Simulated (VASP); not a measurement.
A run of VASP 6.6.1:

File INCAR:

```
SYSTEM = Ti2Al
  PREC = Accurate
  ENCUT = 600
  EDIFF = 1E-6
  ISMEAR = 0
  SIGMA = 0.1
  LREAL = .FALSE.
  LASPH = .TRUE.
  NELM = 100
  ALGO = Normal
  ISIF = 3
  LWAVE = .FALSE.
  LCHARG = .FALSE.
  GGA = PE
  IBRION = 2
  NSW = 90
  EDIFFG = -0.04
```

Contents of KPOINTS:

```
Automatic mesh
0
G
  6 6 6
  0 0 0
```

The input POSCAR:

```
Ti2Al
1.0
    0.0000000000      2.9953450800      2.9953450800
    2.9953450800      0.0000000000      2.9953450800
    2.9953450800      2.9953450800      0.0000000000
Ti Al
2 1
Direct
    0.2500000000      0.2500000000      0.2500000000
    0.7500000000      0.7500000000      0.7500000000
    0.0000000000      0.0000000000      0.0000000000
```

Potentials or basis: VASP PAW PBE potentials, release 64 (Ti_sv, Al).

Launch:

```sh
$ cat potpaw_PBE.64/Ti_sv/POTCAR potpaw_PBE.64/Al/POTCAR > POTCAR
$ mpirun -np 1 vasp_std > vasp.out
```

Hardware: 1 thread of Intel Xeon 8259CL (shared host).

Problem. How long does it take, and how much memory?

Solution. Run time: 93 s on 1 thread of Intel Xeon 8259CL (shared host), peak memory 0.22 GiB. Counts: scf iterations 37, k points 16, ion steps 3.
